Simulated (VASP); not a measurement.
H, 4 atoms in the cell. It takes space group P6_3/mmc (No. 194, hexagonal). Conventional cell: a = 3.981 Å, b = 3.981 Å, c = 5.232 Å, α = 90.00°, β = 90.00°, γ = 120.00°. H (site symmetry 3m) has 1 H at 0.77 Å within 1.0 Å.  This cell differs from its parent crystal: strained.

* Program: VASP 6.6.1
* Task: single point
* Functional: r2SCAN
* Potentials or basis: VASP PAW PBE potentials, release 64 (H)
* Cutoff: 520 eV
* k mesh: 9 × 9 × 6
* Occupations: gaussian, width 0.02 eV
* Spin: no spin polarisation
* Dipole correction: no
* Further INCAR settings: ALGO = Normal; EDIFF = 1e-07; NBANDS = 10

Potentials or basis: VASP PAW PBE potentials, release 64 (H).

Run with:

```bash
$ cat potpaw_PBE.64/H/POTCAR > POTCAR
$ cp INCAR.step1 INCAR
$ mpirun -np 1 vasp_std > vasp.out
$ cp INCAR.step2 INCAR
$ mpirun -np 1 vasp_std > vasp.out
```

Hardware: 1 thread of Intel Xeon 8259CL, with other jobs on the host.

Question: How long does it take, and how much memory?

Answer: Wall time 3.5 min on 1 thread of Intel Xeon 8259CL (shared host), peak memory 0.19 GiB. Counts: k points 48.
